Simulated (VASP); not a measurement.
Tl3Ge, 4 atoms in the cell. The structure is tetragonal, space group P4mm (No. 99). Conventional cell: a = 4.819 Å, b = 4.819 Å, c = 4.819 Å, α = 90.00°, β = 90.00°, γ = 90.00°. Within 4.4 Å of Tl (site symmetry 4mm) lie 8 Tl at 3.34 to 3.48 Å and 4 Ge at 3.41 Å. Within 4.4 Å of Tl (site symmetry 2mm) lie 8 Tl at 3.34 to 3.48 Å and 4 Ge at 3.41 Å. Ge (site symmetry 4mm) has 12 Tl at 3.41 Å within 4.5 Å. 

- Program: VASP 6.6.1
- Task: single point
- Functional: LDA
- Potentials or basis: VASP PAW LDA potentials, release 64 (Tl_d, Ge_d)
- Cutoff: 520 eV
- k mesh: 5 × 5 × 5
- Occupations: fermi-dirac, width 0.1 eV
- Spin: no spin polarisation
- Dipole correction: no
- Further INCAR settings: ALGO = Normal; EDIFF = 1e-06; NBANDS = 34

Potentials or basis: VASP PAW LDA potentials, release 64 (Tl_d, Ge_d).

The run is started by

```bash
$ cat potpaw_LDA.64/Tl_d/POTCAR potpaw_LDA.64/Ge_d/POTCAR > POTCAR
$ mpirun -np 1 vasp_std > vasp.out
```

Hardware: 1 thread of Intel(R) Xeon(R) Platinum 8488C (Sapphire Rapids) (shared host).

Q: How long does it take, and how much memory?

A: It took 49 s on 1 thread of Intel(R) Xeon(R) Platinum 8488C (Sapphire Rapids) (shared host), peak memory 0.2 GiB. Counts: scf iterations 11, k points 18.
